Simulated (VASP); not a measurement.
Here is a VASP 6.6.1 calculation.

The input INCAR:

```
SYSTEM = Zn3S
PREC = Accurate
ENCUT = 520
EDIFF = 1E-6
ISMEAR = 0
SIGMA = 0.1
LREAL = .FALSE.
LASPH = .TRUE.
NELM = 80
ALGO = Normal
ISIF = 2
LWAVE = .FALSE.
LCHARG = .FALSE.
GGA = PE
NBANDS = 29
```

KPOINTS

```
Automatic mesh
0
G
  12 12 12
  0 0 0
```

Contents of POSCAR:

```
Zn3S
1.0
    4.0467439762      0.0000000000      0.0000000000
    0.0000000000      4.0467439762      0.0000000000
    0.0000000000      0.0000000000      4.0467439762
Zn S
3 1
Direct
    0.0000000000      0.5000000000      0.5000000000
    0.5000000000      0.0000000000      0.5000000000
    0.5000000000      0.5000000000      0.0000000000
    0.0000000000      0.0000000000      0.0000000000
```

Potentials or basis: VASP PAW PBE potentials, release 64 (Zn, S).

The run is started by

```bash
$ cat potpaw_PBE.64/Zn/POTCAR potpaw_PBE.64/S/POTCAR > POTCAR
$ mpirun -np 1 vasp_std > vasp.out
```

Question: Estimate the band gap on the k mesh.

Answer: Zero (bands 21 and 22 overlap by 3.15 eV).

Question: What does it give for the pressure?

Answer: 0.1 GPa.
